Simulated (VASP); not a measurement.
# Y2Si2F (P-3m1) in VASP: further runs, part 3 of 3

VASP 6.6.1. The steps go on from the part before.

### Step 5. Relaxation of cell and atoms, PBE

This run uses another cell than the first one, of 19.77 Å³/atom, 1.030 times its volume.

INCAR

```
SYSTEM = Y2Si2F
PREC = Accurate ; ENCUT = 600
EDIFF = 1E-7 ; ISMEAR = 0
SIGMA = 0.1 ; LREAL = .False.
LASPH = .True. ; NELM = 100
ALGO = Normal ; ISIF = 3
LWAVE = .False. ; LCHARG = .False.
GGA = PE ; IBRION = 2
NSW = 90 ; EDIFFG = -0.04
```

KPOINTS

```
Automatic mesh
0
Gamma
  6 6 4
  0 0 0
```

POSCAR

```
Y2Si2F
1.0
    4.0761146500      0.0000000000      0.0000000000
   -2.0380573200      3.5300188400      0.0000000000
    0.0000000000      0.0000000000      6.8695895300
Y Si F
2 2 1
Direct
    0.3333333300      0.6666666700      0.2599999900
    0.6666666700      0.3333333300      0.7400000100
    0.3333333300      0.6666666700      0.6200000000
    0.6666666700      0.3333333300      0.3800000000
    0.0000000000      0.0000000000      0.0000000000
```

Potentials or basis: VASP PAW PBE potentials, release 64 (Y_sv, Si, F).

On the command line:

```console
$ cat potpaw_PBE.64/Y_sv/POTCAR potpaw_PBE.64/Si/POTCAR potpaw_PBE.64/F/POTCAR > POTCAR
$ mpirun -np 1 vasp_std > vasp.out
```

OUTCAR:

```text
SYSTEM = Y2Si2F
   PREC = Accurate
   ENCUT = 600
   EDIFF = 1E-7
   ISMEAR = 0
   LREAL = .False.
   LASPH = .True.
   NELM = 100
   ISIF = 3
   GGA = PE
   IBRION = 2
   NSW = 90
   EDIFFG = -0.04

 ion  position               nearest neighbor table
   1  0.333  0.667  0.260-   3 2.47   4 2.49   4 2.49   4 2.49   5 2.95   5 2.95   5 2.95   2 4.05
                             2 4.05   2 4.05   2 4.28   2 4.28   2 4.28
   2  0.667  0.333  0.740-   4 2.47   3 2.49   3 2.49   3 2.49   5 2.95   5 2.95   5 2.95   1 4.05
                             1 4.05   1 4.05   1 4.28   1 4.28   1 4.28
   3  0.333  0.667  0.620-   1 2.47   2 2.49   2 2.49   2 2.49   4 2.87   4 2.87   4 2.87
   4  0.667  0.333  0.380-   2 2.47   1 2.49   1 2.49   1 2.49   3 2.87   3 2.87   3 2.87
   5  0.000  0.000  0.000-   1 2.95   2 2.95   2 2.95   1 2.95   2 2.95   1 2.95

  LATTYP: Found a hexagonal cell.
 ALAT       =     4.0761146500
 C/A-ratio  =     1.6853278477

[... 195 lines left out ...]
  Total       12.0958325     12.0958326     14.2763174      0.0000000      0.0000000      0.0000000
  in kB      196.0614206    196.0614211    231.4049136      0.0000003      0.0000000      0.0000000
  external PRESSURE =     207.8425851 kB  Pullay stress =       0.0000000 kB
[... 1315 lines left out ...]
     21       6.1796      0.00000
     22       6.8451      0.00000

[... ionic steps 4 to 12 ...]

--------------------------------------- Ionic step       13  -------------------------------------------

 number of electron      37.0000006 magnetization

------------------------ aborting loop because EDIFF is reached ----------------------------------------
[... 73 lines left out ...]
--------------------------------------- Ionic step       15  -------------------------------------------

 number of electron      37.0000001 magnetization

 Free energy of the ion-electron system (eV)
  ---------------------------------------------------
  ext. energy  EPLUGINS =         0.00000000
  ---------------------------------------------------
  free energy    TOTEN  =       -31.60644981 eV

  energy without entropy =      -31.59870974  energy(sigma->0) =      -31.60257977

 E-fermi :   5.9346     XC(G=0): -10.2554

 val. band max:        5.9169482932   @ k =   0.1667   0.0000   0.0000
 cond. band min:       5.9604816796   @ k =   0.0000   0.0000   0.5000
 fundamental gap:      0.0435333864
 Fermi energy:         5.9346142407
[... 630 lines left out ...]
  FREE ENERGIE OF THE ION-ELECTRON SYSTEM (eV)
  ---------------------------------------------------
  free  energy   TOTEN  =       -31.6064498062 eV

  energy  without entropy=      -31.5987097366  energy(sigma->0) =      -31.60257977

 reached required accuracy - stopping structural energy minimisation
```

Wall time 7.7 min (1 thread of Intel Xeon 6975P-C (Granite Rapids), shared host); peak memory 0.31 GiB.

What came out:

```yaml
Free_energy: -31.6064 eV
Relaxed_volume: 19.20 Å³/atom
Relaxed_cell: a = 3.721 Å, b = 3.721 Å, c = 8.006 Å, α = 90.00°, β = 90.00°, γ = 120.00°
Space_group_after_relaxing_to_0.05_Å: P-3m1 (No. 164)
Energy_gained_by_relaxing: 998.5 meV/atom
Ionic_steps: 15
Pressure_after_relaxing: -0.1 GPa
Largest_force_after_relaxing: 0.021 eV/Å
```

Forces in eV/Å, atoms in the order of the input:
```
Y    0.000  0.000  0.021
Y    0.000  0.000 -0.021
Si   0.000  0.000 -0.018
Si   0.000  0.000  0.018
F    0.000  0.000  0.000
```

Stress tensor (GPa, compression positive):
```
-0.27  0.00  0.00
 0.00 -0.27  0.00
 0.00  0.00  0.11
```

Step by step:
```csv
step,energy change (eV),largest force (eV/Å),pressure (GPa),volume (Å³)
1,0.0000,5.0813,20.78,98.84
2,-1.8065,0.5557,-7.89,140.24
3,-2.2254,1.0550,-2.60,125.24
4,-2.2262,1.1106,-2.31,124.64
5,-2.5649,1.1644,-2.68,120.84
6,-3.8059,1.9126,-4.34,109.64
7,-4.0226,2.6537,8.59,88.15
8,-4.6014,1.4778,-4.04,101.13
9,-4.7306,1.3197,-0.24,94.61
10,-4.7589,1.0337,-2.22,97.05
11,-4.5793,1.3447,10.23,86.42
12,-4.8649,0.8454,1.62,92.66
13,-4.9699,0.2512,-0.01,95.60
14,-4.9710,0.2872,-0.14,95.96
15,-4.9924,0.0207,-0.14,95.98
```

Final structure:
```xyz
5
Lattice="3.7208 0.0000 0.0000 -1.8604 3.2223 0.0000 0.0000 0.0000 8.0056" Properties=species:S:1:pos:R:3 pbc="T T T"
Y     0.0000    2.1482    1.5232
Y     1.8604    1.0741    6.4825
Si    0.0000    2.1482    4.5120
Si    1.8604    1.0741    3.4936
F     3.7208    0.0000    0.0000
```

Levels at points of the mesh, in eV from the Fermi level:
| k point | band 14 | band 15 | band 16 | band 17 | band 18 | band 19 | band 20 | band 21 | band 22 |
| --- | --- | --- | --- | --- | --- | --- | --- | --- | --- |
| (0.00, 0.00, 0.00) | -5.46 | -3.09 | -1.16 | -1.16 | -0.56 | 0.42 | 1.05 | 1.23 | 1.23 |
| (0.50, 0.00, 0.00) | -7.64 | -3.67 | -2.64 | -2.57 | -1.32 | -0.83 | 1.24 | 1.62 | 2.11 |
| (0.00, 0.00, 0.50) | -6.00 | -2.30 | -1.09 | -1.09 | -0.48 | 0.03 | 0.70 | 0.70 | 1.94 |
| (0.50, 0.00, 0.50) | -7.57 | -3.59 | -2.65 | -2.64 | -1.38 | -0.48 | 1.26 | 1.34 | 1.45 |

Caveat: an odd number of electrons without spin polarisation forces a metal; a magnetic or distorted state may lie lower.

### Step 6. Relaxation of cell and atoms, PBE

INCAR

```
PREC     = Accurate       # precision mode
ENCUT    = 600            # plane-wave cutoff, eV
EDIFF    = 1E-6           # SCF threshold, eV
ISMEAR   = 0              # smearing method
SIGMA    = 0.1            # smearing width, eV
LREAL    = False          # projectors in reciprocal space
LASPH    = True           # aspherical terms in the spheres
NELM     = 80             # most SCF steps
ALGO     = Normal         # electronic algorithm
ISIF     = 3              # what is computed and relaxed
LWAVE    = False          # write WAVECAR
LCHARG   = False          # write CHGCAR
GGA      = PE             # functional
IBRION   = 2              # ionic algorithm
NSW      = 100            # ionic steps
EDIFFG   = -0.01          # ionic threshold
```

KPOINTS

```
Automatic mesh
0
Gamma
  12 12 6
```

POSCAR

```
Y2Si2F
1.0
    3.7149638769      0.0000000000      0.0000000000
   -1.8574819385      3.2172530916      0.0000000000
    0.0000000000      0.0000000000      8.0293459466
Y Si F
2 2 1
Direct
    0.3333333333      0.6666666667      0.1906799666
    0.6666666667      0.3333333333      0.8093200334
    0.3333333333      0.6666666667      0.5635835107
    0.6666666667      0.3333333333      0.4364164893
    0.0000000000      0.0000000000      0.0000000000
```

Potentials or basis: VASP PAW PBE potentials, release 64 (Y_sv, Si, F).

On the command line:

```console
$ cat potpaw_PBE.64/Y_sv/POTCAR potpaw_PBE.64/Si/POTCAR potpaw_PBE.64/F/POTCAR > POTCAR
$ mpirun -np 1 vasp_std > vasp.out
```

It took 7.5 min on 1 thread of Intel Xeon 6975P-C (Granite Rapids), shared host; peak memory 0.43 GiB.

Results (log left out):

* Free energy: -31.6041 eV
* Relaxed volume: 19.25 Å³/atom
* Relaxed cell: a = 3.709 Å, b = 3.709 Å, c = 8.079 Å, α = 90.00°, β = 90.00°, γ = 120.00°
* Space group after relaxing (to 0.05 Å): P-3m1 (No. 164)
* Energy gained by relaxing: 0.3 meV/atom
* Ionic steps: 7
* Pressure after relaxing: 0.0 GPa

The path:
```tsv
step	energy change (eV)	largest force (eV/Å)	pressure (GPa)	volume (Å³)
1	0.0000	0.0431	0.12	95.97
2	-0.0006	0.0463	-0.03	96.16
3	-0.0007	0.0495	-0.17	96.33
4	-0.0011	0.0296	-0.03	96.20
5	-0.0012	0.0246	0.07	96.12
6	-0.0013	0.0110	0.04	96.20
7	-0.0013	0.0019	0.01	96.27
```

Final structure:
```cif
data_structure
_symmetry_space_group_name_H-M 'P 1'
_symmetry_Int_Tables_number 1
_cell_length_a 3.7093
_cell_length_b 3.7093
_cell_length_c 8.0794
_cell_angle_alpha 90.000
_cell_angle_beta 90.000
_cell_angle_gamma 120.000
_cell_volume 96.27
loop_
_atom_site_label
_atom_site_type_symbol
_atom_site_fract_x
_atom_site_fract_y
_atom_site_fract_z
_atom_site_occupancy
Y1 Y 0.33333 0.66667 0.19236 1
Y2 Y 0.66667 0.33333 0.80764 1
Si1 Si 0.33333 0.66667 0.56346 1
Si2 Si 0.66667 0.33333 0.43654 1
F1 F 0.00000 0.00000 0.00000 1
```

Levels at points of the mesh, in eV from the Fermi level:
```tsv
k point	band 14	band 15	band 16	band 17	band 18	band 19	band 20	band 21	band 22
(0.00, 0.00, 0.00)	-5.48	-3.12	-1.11	-1.11	-0.56	0.38	1.05	1.05	1.28
(0.50, 0.00, 0.00)	-7.63	-3.68	-2.61	-2.58	-1.29	-0.85	1.26	1.62	2.12
(0.00, 0.00, 0.50)	-6.01	-2.33	-1.04	-1.04	-0.54	0.02	0.73	0.73	1.91
(0.50, 0.00, 0.50)	-7.55	-3.59	-2.64	-2.61	-1.39	-0.50	1.25	1.38	1.48
```

Caveat: an odd number of electrons without spin polarisation forces a metal; a magnetic or distorted state may lie lower.

### Step 7. Summary

```csv
task,cell,k mesh,cutoff (eV),gap on the mesh (eV),pressure (GPa),relaxed volume (Å³/atom),largest force (eV/Å)
single point,"a = 3.715, b = 3.715, c = 8.029 Å, angles 90.0, 90.0, 120.0°, 5 atoms",6 × 6 × 4,520,none,0.0,-,0.02
single point,"a = 4.076, b = 4.076, c = 6.870 Å, angles 90.0, 90.0, 120.0°, 5 atoms",6 × 6 × 4,520,none,20.8,-,5.08
single point,"a = 3.711, b = 3.711, c = 8.083 Å, angles 90.0, 90.0, 120.0°, 5 atoms",12 × 12 × 6,520,none,-0.1,-,0.01
relaxation of cell and atoms,"relaxed from a = 4.076, b = 4.076, c = 6.870 Å, angles 90.0, 90.0, 120.0°, 5 atoms",6 × 6 × 4,600,none,-0.1,19.20,0.02
relaxation of cell and atoms,"relaxed from a = 3.715, b = 3.715, c = 8.029 Å, angles 90.0, 90.0, 120.0°, 5 atoms",12 × 12 × 6,600,none,0.0,19.25,-
```

Alike in all rows: level PBE; potentials or basis VASP PAW PBE potentials, release 64 (Y_sv, Si, F); no spin polarisation; smearing gaussian 0.1 eV.

Caveats: an odd number of electrons without spin polarisation forces a metal; a magnetic or distorted state may lie lower.

Absolute energies hang on the potentials; compare differences alone.
